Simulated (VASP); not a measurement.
Write the native input for VASP 6.6.1 that does the following.

```
Task                   : single point
Functional             : r2SCAN
Potentials or basis    : VASP PAW PBE potentials, release 64 (Hg, Te)
Cutoff                 : 520 eV
k mesh                 : 12 × 12 × 8
Occupations            : gaussian, width 0.15 eV
Spin                   : no spin polarisation
Dipole correction      : no
Further INCAR settings : ALGO = Normal; EDIFF = 1e-06; NBANDS = 26
```

HgTe:

```
CELL_PARAMETERS angstrom
3.10116 -3.56175 0.00000
3.10116 3.56175 0.00000
0.00000 0.00000 5.56196
ATOMIC_POSITIONS crystal
Hg 0.32353 0.67647 0.75000
Hg 0.67647 0.32353 0.25000
Te 0.77004 0.22996 0.75000
Te 0.22996 0.77004 0.25000
```

This cell differs from its parent crystal: strain +0.050 along x and y, -0.050 along z.

These files were run (other wordings do the same):

POSCAR

```
HgTe
1.0
    3.1011612153     -3.5617497626      0.0000000000
    3.1011612153      3.5617497626      0.0000000000
    0.0000000000      0.0000000000      5.5619578730
Hg Te
2 2
Direct
    0.3235325388      0.6764674612      0.7500000000
    0.6764674612      0.3235325388      0.2500000000
    0.7700436581      0.2299563419      0.7500000000
    0.2299563419      0.7700436581      0.2500000000
```

INCAR.step1

```
  ALGO = Normal
  EDIFF = 1E-4
  ENCUT = 520
  GGA = PE
  ISMEAR = 0
  LASPH = T
  LCHARG = F
  LREAL = F
  LWAVE = T
  NBANDS = 26
  NELM = 60
  PREC = Accurate
  SIGMA = 0.15
```

INCAR.step2

```
  ALGO = Normal
  EDIFF = 1E-6
  ENCUT = 520
  ISIF = 2
  ISMEAR = 0
  ISTART = 1
  LASPH = T
  LCHARG = F
  LMIXTAU = T
  LREAL = F
  LWAVE = F
  METAGGA = R2SCAN
  NBANDS = 26
  NELM = 60
  PREC = Accurate
  SIGMA = 0.15
```

KPOINTS

```
k-points
0
Gamma
  12 12 8
```

Potentials or basis: VASP PAW PBE potentials, release 64 (Hg, Te).

The run is started by

```bash
$ cat potpaw_PBE.64/Hg/POTCAR potpaw_PBE.64/Te/POTCAR > POTCAR
$ cp INCAR.step1 INCAR
$ mpirun -np 1 vasp_std > vasp.out
$ cp INCAR.step2 INCAR
$ mpirun -np 1 vasp_std > vasp.out
```

It gave:

```json
{
  "Pressure": "-0.4 GPa",
  "Largest force": "0.188 eV/Å",
  "Band gap on the k mesh": "zero (bands 18 and 19 overlap by 1.70 eV)"
}
```

Caveat: the cell differs from its parent crystal (strain +0.050 along x and y, -0.050 along z); the stress differs along the axes, from -3 to 3 GPa; the PAW data sets were made with another functional, which shifts forces and pressure a little; spin-orbit coupling is left out, which moves the levels of the heavy elements.

It took 35 min on 1 thread of Oxide Virtual Turin-like Processor, with other jobs on the host, peak memory 0.65 GiB.
